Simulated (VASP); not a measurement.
# Ge (P6_3/mmc) in VASP: a series of runs

Runs on Ge. Level: PBE. Tasks: relaxation of cell and atoms.

All numbers are computed with VASP 6.6.1; they aren't measurements. Logs are shortened: lines on timing, memory, paths and dates and some standing lists are left out, and cuts for length are marked.

## Step 1: The cell of the first run

Symmetry: P6_3/mmc, No. 194, hexagonal system. Conventional cell: a = 2.913 Å, b = 2.913 Å, c = 4.719 Å, α = 90.00°, β = 90.00°, γ = 120.00°. Ge (site symmetry -6m2) has 12 Ge at 2.90 to 2.91 Å within 3.8 Å.

This isn't the form of Ge at room conditions, which is diamond.

## Step 2: Relaxation of cell and atoms, PBE, target pressure 8.2 GPa, at which the enthalpy is minimised

Input file INCAR:

```
ALGO = Normal ; EDIFF = 1E-7
EDIFFG = -0.005 ; ENCUT = 600
GGA = PE ; IBRION = 2
ISIF = 3 ; ISMEAR = -1
LASPH = T ; LCHARG = F
LREAL = F ; LWAVE = F
NELM = 60 ; NSW = 60
PREC = Accurate ; PSTRESS = 82.0
SIGMA = 0.05
```

Input file KPOINTS:

```
k-points
0
Gamma
  15 15 8
```

Input file POSCAR:

```
Ge
1.0
    2.9131423066      0.0000000000      0.0000000000
   -1.4565711533      2.5228552423      0.0000000000
    0.0000000000      0.0000000000      4.7192905366
Ge
2
Direct
    0.3333333333      0.6666666667      0.2500000000
    0.6666666667      0.3333333333      0.7500000000
```

Potentials or basis: VASP PAW PBE potentials, release 64 (Ge_d).

Command:

```console
> cat potpaw_PBE.64/Ge_d/POTCAR > POTCAR
> mpirun -np 1 vasp_std > vasp.out
```

OUTCAR:

```text
EDIFF = 1E-7
   EDIFFG = -0.005
   ENCUT = 600
   GGA = PE
   IBRION = 2
   ISIF = 3
   ISMEAR = -1
   LASPH = T
   LREAL = F
   NELM = 60
   NSW = 60
   PREC = Accurate
   PSTRESS = 82.0

 ion  position               nearest neighbor table
   1  0.333  0.667  0.250-   2 2.90   2 2.90   2 2.90   2 2.90   2 2.90   2 2.90
   2  0.667  0.333  0.750-   1 2.90   1 2.90   1 2.90   1 2.90   1 2.90   1 2.90

  LATTYP: Found a hexagonal cell.
 ALAT       =     2.9131423066
 C/A-ratio  =     1.6200000000

  Lattice vectors:

 A1 = (   2.9131423066,   0.0000000000,   0.0000000000)
 A2 = (  -1.4565711533,   2.5228552423,   0.0000000000)
 A3 = (   0.0000000000,   0.0000000000,   4.7192905366)

Analysis of symmetry for initial positions (statically):
=====================================================================
 Subroutine PRICEL returns:
 Original cell was already a primitive cell.

 Routine SETGRP: Setting up the symmetry group for a
 hexagonal supercell.

 Subroutine GETGRP returns: Found 24 space group operations
 (whereof 12 operations were pure point group operations)
 out of a pool of 24 trial point group operations.

The static configuration has the point symmetry D_3d.
 The point group associated with its full space group is D_6h.

Analysis of symmetry for dynamics (positions and initial velocities):
=====================================================================
 Subroutine PRICEL returns:
 Original cell was already a primitive cell.

 Routine SETGRP: Setting up the symmetry group for a
 hexagonal supercell.

 Subroutine GETGRP returns: Found 24 space group operations
 (whereof 12 operations were pure point group operations)
 out of a pool of 24 trial point group operations.

The dynamic configuration has the point symmetry D_3d.
 The point group associated with its full space group is D_6h.

 Subroutine INISYM returns: Found 24 space group operations
 (whereof 12 operations are pure point group operations),
 and found     1 'primitive' translations

----------------------------------------------------------------------------------------

                                     Primitive cell

  volume of cell :      34.6841

  direct lattice vectors                    reciprocal lattice vectors
     2.913142307  0.000000000  0.000000000     0.343271936  0.198188145  0.000000000
[... 92 lines left out ...]
   ISIF   =      3    stress and relaxation
   ISYM   =      2    0-nonsym 1-usesym 2-fastsym
   POTIM  = 0.5000    time-step for ionic-motion
   TEBEG  =    0.0;   TEEND  =   0.0 temperature during run
   PSTRESS=   82.0 pullay stress
   NELECT =      28.0000    total number of electrons
   NUPDOWN=      -1.0000    fix difference up-down
   EMIN   =  10.00;   EMAX   =-10.00  energy-range for DOS
   EFERMI =   0.00;   METHOD = LEGACY
   ISMEAR =    -1;   SIGMA  =   0.05  broadening in eV -4-tet -1-fermi 0-gaus
   EFERMI_NEDOS =   21; number of points for ismear=-14 and -15
   IALGO  =     38    algorithm
   IMIX   =      4    mixing-type and parameters
     AMIX     =   0.40;   BMIX     =  1.00
     AMIX_MAG =   1.60;   BMIX_MAG =  1.00
  volume/ion in A,a.u.               =      17.34       117.03
  Fermi-wavevector in a.u.,A,eV,Ry     =   1.524347  2.880599 31.614969  2.323635
  Thomas-Fermi vector in A             =   2.632667
   LORBIT       =      0    0 simple, 1 ext, 2 COOP (PROOUT), +10 PAW based schemes
   GGA     = PE    functional components
   LHFCALC =     F    Hartree Fock is set to
   AEXX    =    0.0000 exact exchange contribution
   IVDW    =     0    specifies the selected vdW correction
   LEPSILON=     F    determine dielectric tensor
   LRPA    =     F    only Hartree local field effects (RPA)
 conjugate gradient relaxation of ions
 non-spin polarized calculation
  energy-cutoff  :      600.00
  volume of cell :       34.68
 maximum number of plane-waves:      1182
 NGX is ok and might be reduce to    24
   NGX = 11   NGY = 11   NGZ = 19

--------------------------------------- Ionic step        1  -------------------------------------------

 number of electron      27.9999983 magnetization

 Free energy of the ion-electron system (eV)
  ---------------------------------------------------
  ext. energy  EPLUGINS =         0.00000000
  ---------------------------------------------------
  free energy    TOTEN  =        -8.27016235 eV

  energy without entropy =       -8.26371747  energy(sigma->0) =       -8.26693991

------------------------ aborting loop because EDIFF is reached ----------------------------------------

  FORCE on cell =-STRESS in cart. coord.  units (eV):
  Direction    XX          YY          ZZ          XY          YZ          ZX
  --------------------------------------------------------------------------------------
  -------------------------------------------------------------------------------------
  Total        1.6418809      1.6418809      2.5241702      0.0000000      0.0000000     -0.0000000
  in kB       75.8440428     75.8440428    116.5999805      0.0000000      0.0000000     -0.0000000
  external PRESSURE =       7.4293554 kB  Pullay stress =      82.0000000 kB
[... 253 lines left out ...]
--------------------------------------- Ionic step        8  -------------------------------------------

 number of electron      28.0000018 magnetization

 Free energy of the ion-electron system (eV)
  ---------------------------------------------------
  ext. energy  EPLUGINS =         0.00000000
  ---------------------------------------------------
  free energy    TOTEN  =        -8.29952228 eV

  energy without entropy =       -8.29184411  energy(sigma->0) =       -8.29568319

 E-fermi :   7.5778     XC(G=0): -11.6778

 val. band max:        7.5489025530   @ k =   0.2000   0.2000   0.2500
 cond. band min:       7.5785458437   @ k =   0.3333   0.3333   0.1250
 fundamental gap:      0.0296432908
 Fermi energy:         7.5778045899

 k-point     1 :       0.0000    0.0000    0.0000
  band No.  band energies     occupation
      1     -17.1504      2.00000
      2     -17.1498      2.00000
      3     -17.1385      2.00000
      4     -17.1385      2.00000
      5     -17.1301      2.00000
      6     -17.1301      2.00000
[... 481 lines left out ...]
      5     -17.0957      2.00000
      6     -17.0799      2.00000
[... 10 lines left out ...]
     17       9.1965      0.00000
     18      10.8278      0.00000

 [... further k-points ...]

------------------------ aborting loop because EDIFF is reached ----------------------------------------

  FORCE on cell =-STRESS in cart. coord.  units (eV):
  Direction    XX          YY          ZZ          XY          YZ          ZX
  --------------------------------------------------------------------------------------
  -------------------------------------------------------------------------------------
  Total        1.7930101      1.7930101      1.8010689      0.0000000      0.0000000      0.0000000
  in kB       82.0194559     82.0194559     82.3881001      0.0000000      0.0000000      0.0000000
  external PRESSURE =       0.1423373 kB  Pullay stress =      82.0000000 kB
[... 21 lines left out ...]
  energy  without entropy=       -8.2918441093  energy(sigma->0) =       -8.29568319

  enthalpy is  TOTEN    =        -6.5069375301 eV   P V=        1.7925847458

 reached required accuracy - stopping structural energy minimisation
```

OSZICAR:

```text
N       E                     dE             d eps       ncg     rms          rms(c)
DAV:   1     0.156368868093E+03    0.15637E+03   -0.16329E+04  5084   0.497E+03
DAV:   2     0.960292508396E+01   -0.14677E+03   -0.14413E+03  4892   0.540E+02
DAV:   3    -0.779845977823E+01   -0.17401E+02   -0.17063E+02  5452   0.136E+02
DAV:   4    -0.829516639223E+01   -0.49671E+00   -0.49241E+00  5670   0.257E+01
[... 63 lines left out ...]
DAV:   1    -0.829954253891E+01    0.43512E-03   -0.29784E-04  6114   0.356E-01    0.268E-02
DAV:   2    -0.829952709362E+01    0.15445E-04   -0.23164E-05  6258   0.983E-02    0.135E-02
DAV:   3    -0.829952220748E+01    0.48861E-05   -0.88004E-06  6296   0.568E-02    0.262E-03
DAV:   4    -0.829952226471E+01   -0.57231E-07   -0.10088E-06  5402   0.201E-02    0.636E-04
DAV:   5    -0.829952227593E+01   -0.11228E-07   -0.40492E-08  2450   0.390E-03
   8 F= -.65069375E+01 E0= -.65030984E+01  d E =-.251412E-05
```

Run time: 13 min. Hardware: 1 thread of AMD EPYC 7R13, shared host; peak memory 0.2 GiB.

Results:

```
Free energy                                                : -8.2995 eV
Relaxed volume                                             : 17.51 Å³/atom
Relaxed cell                                               : a = 2.885 Å, b = 2.885 Å, c = 4.858 Å, α = 90.00°, β = 90.00°, γ = 120.00°
Space group after relaxing (to 0.1 Å)                      : P6_3/mmc (No. 194)
Energy change on relaxing (the run minimises the enthalpy) : -14.7 meV/atom
Ionic steps                                                : 8
Pressure after relaxing                                    : 8.2 GPa
Band gap on the k mesh                                     : zero (bands 14 and 15 overlap by 11.17 eV)
```

The path:
```tsv
step	energy change (eV)	largest force (eV/Å)	pressure (GPa)	volume (Å³)
1	0.0000	0.0000	8.94	34.68
2	-0.0298	0.0000	7.92	35.08
3	-0.0424	0.0000	7.38	35.30
4	-0.0212	0.0000	8.65	34.87
5	-0.0288	0.0000	8.22	35.01
6	-0.0285	0.0000	8.24	35.01
7	-0.0298	0.0000	8.11	35.03
8	-0.0294	0.0000	8.21	35.02
```

Final structure:
```
Ge
1.0
     2.88530    0.00000    0.00000
    -1.44265    2.49874    0.00000
     0.00000    0.00000    4.85808
Ge
2
Direct
  0.33333 0.66667 0.25000
  0.66667 0.33333 0.75000
```

Caveat: the cell is relaxed towards a set pressure, so the run minimises the enthalpy, not the energy.

## Step 3: Relaxation of cell and atoms, PBE, target pressure 8.2 GPa, at which the enthalpy is minimised

This run uses another cell than the first one, of 17.49 Å³/atom.

Input file INCAR:

```
PREC = Accurate
ENCUT = 600
EDIFF = 1E-7
ISMEAR = -1
SIGMA = 0.05
LREAL = False
LASPH = True
NELM = 60
ALGO = Normal
ISIF = 3
LWAVE = False
LCHARG = False
GGA = PE
IBRION = 2
NSW = 32
EDIFFG = -0.005
PSTRESS = 82.0
```

Input file KPOINTS:

```
regular mesh
0
Gamma
  15 15 8
```

Input file POSCAR:

```
Ge
1.0
    2.8843216943      0.0000000000      0.0000000000
   -1.4421608472      2.4978958599      0.0000000000
    0.0000000000      0.0000000000      4.8563285237
Ge
2
Direct
    0.3333333333      0.6666666667      0.2500000000
    0.6666666667      0.3333333333      0.7500000000
```

Potentials or basis: VASP PAW PBE potentials, release 64 (Ge_d).

Command:

```console
> cat potpaw_PBE.64/Ge_d/POTCAR > POTCAR
> mpirun -np 1 vasp_std > vasp.out
```

Run time: 5.3 min. Hardware: 1 thread of AMD EPYC 7R13, shared host; peak memory 0.19 GiB.

It converged, with:

```
Free energy                                                : -8.2994 eV
Relaxed volume                                             : 17.51 Å³/atom
Relaxed cell                                               : a = 2.885 Å, b = 2.885 Å, c = 4.858 Å, α = 90.00°, β = 90.00°, γ = 120.00°
Space group after relaxing (to 0.1 Å)                      : P6_3/mmc (No. 194)
Energy change on relaxing (the run minimises the enthalpy) : -0.8 meV/atom
Ionic steps                                                : 3
Pressure after relaxing                                    : 8.2 GPa
Band gap on the k mesh                                     : zero (bands 14 and 15 overlap by 11.17 eV)
```

The path:
| step | energy change (eV) | largest force (eV/Å) | pressure (GPa) | volume (Å³) |
| --- | --- | --- | --- | --- |
| 1 | 0.0000 | 0.0000 | 8.29 | 34.99 |
| 2 | -0.0027 | 0.0000 | 8.15 | 35.04 |
| 3 | -0.0017 | 0.0000 | 8.23 | 35.02 |

Final structure:
```cif
data_structure
_symmetry_space_group_name_H-M 'P 1'
_symmetry_Int_Tables_number 1
_cell_length_a 2.8852
_cell_length_b 2.8852
_cell_length_c 4.8580
_cell_angle_alpha 90.000
_cell_angle_beta 90.000
_cell_angle_gamma 120.000
_cell_volume 35.02
loop_
_atom_site_label
_atom_site_type_symbol
_atom_site_fract_x
_atom_site_fract_y
_atom_site_fract_z
_atom_site_occupancy
Ge1 Ge 0.33333 0.66667 0.25000 1
Ge2 Ge 0.66667 0.33333 0.75000 1
```

Levels at points of the mesh, in eV from the Fermi level:
```csv
k point,band 12,band 13,band 14,band 15,band 16,band 17
"(0.00, 0.00, 0.00)",-8.38,-6.05,7.84,7.84,9.25,9.75
"(0.00, 0.00, 0.50)",-12.20,0.85,0.85,8.88,8.88,8.88
```

Caveat: the cell is relaxed towards a set pressure, so the run minimises the enthalpy, not the energy.

The gap in the log of VASP goes by the Fermi energy; the results here count the filled bands.